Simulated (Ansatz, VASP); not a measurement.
**One calculation of TaN, two programs**

```
Ta N
1.0
     2.80847    0.00000    0.00000
    -1.40423    2.43220    0.00000
     0.00000    0.00000    2.98737
Ta N
1 1
Direct
  0.33333 0.66667 0.50000
  0.00000 0.00000 0.00000
```

Alike in both runs: task single point; functional PBEsol; k mesh 21 × 21 × 18; occupations gaussian, width 0.15 eV; no spin polarisation.

```csv
,VASP,Ansatz
version,VASP 6.6.1,Ansatz 0.2.0
potentials or method,"VASP PAW PBE potentials, release 64 (Ta_pv, N), cutoff 520 eV","scalar-relativistic, plane waves, PAW"
valence electrons in the cell,16,18
```

Ansatz gave:

```
gap on the k mesh at the Fermi level (eV)                     : none
pressure (GPa)                                                : 15.0
traceless stress, the component that is largest in VASP (GPa) : -35.82
```

Question: Estimate VASP's values.

Answer: gap on the k mesh at the Fermi level (eV): none; pressure (GPa): 16.0; traceless stress, the component that is largest in VASP (GPa): -35.70.

VASP's potentials were made for PBE, not for PBEsol. A gap of «none» marks a metal or a gap that the smearing closes. VASP's potentials hold 16 valence electrons a cell and Ansatz's 18, so a difference there can come from the potentials and not from the codes.

Neither program's run includes spin-orbit coupling.
